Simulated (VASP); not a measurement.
Write the native input for VASP 6.6.1 that does the following.

| Item | Value |
| --- | --- |
| Task | single point |
| Functional | PBE |
| Potentials or basis | VASP PAW PBE potentials, release 64 (Sb) |
| Cutoff | 520 eV |
| k mesh | 19 × 19 × 19 |
| Occupations | fermi-dirac, width 0.05 eV |
| Spin | no spin polarisation |
| Dipole correction | no |
| Further INCAR settings | ALGO = Normal; EDIFF = 1e-06; NBANDS = 8 |

The structure of Sb lies in POSCAR:

```
Sb
1.0
   -1.5345172977      1.5345172977      2.5286397996
    1.5345172977     -1.5345172977      2.5286397996
    1.5345172977      1.5345172977     -2.5286397996
Sb
1
Direct
    0.0000000000      0.0000000000      0.0000000000
```

This cell differs from its parent crystal: volume scaled by 1.06.

These files were run (other wordings do the same):

INCAR

```
PREC     = Accurate       # precision mode
ENCUT    = 520            # plane-wave cutoff, eV
EDIFF    = 1E-6           # SCF threshold, eV
ISMEAR   = -1             # smearing method
SIGMA    = 0.05           # smearing width, eV
LREAL    = False          # projectors in reciprocal space
LASPH    = True           # aspherical terms in the spheres
NELM     = 80             # most SCF steps
ALGO     = Normal         # electronic algorithm
ISIF     = 2              # what is computed and relaxed
LWAVE    = False          # write WAVECAR
LCHARG   = False          # write CHGCAR
GGA      = PE             # functional
NBANDS   = 8              # bands
```

KPOINTS

```
Automatic mesh
0
Gamma
  19 19 19
```

Potentials or basis: VASP PAW PBE potentials, release 64 (Sb).

The run is started by

```console
$ cat potpaw_PBE.64/Sb/POTCAR > POTCAR
$ mpirun -np 1 vasp_std > vasp.out
```

It gave:

```yaml
Pressure: 12.0 GPa
```

It took 46 s on 1 thread of Intel(R) Xeon(R) 6975P-C (Granite Rapids), with other jobs on the host, peak memory 0.23 GiB.
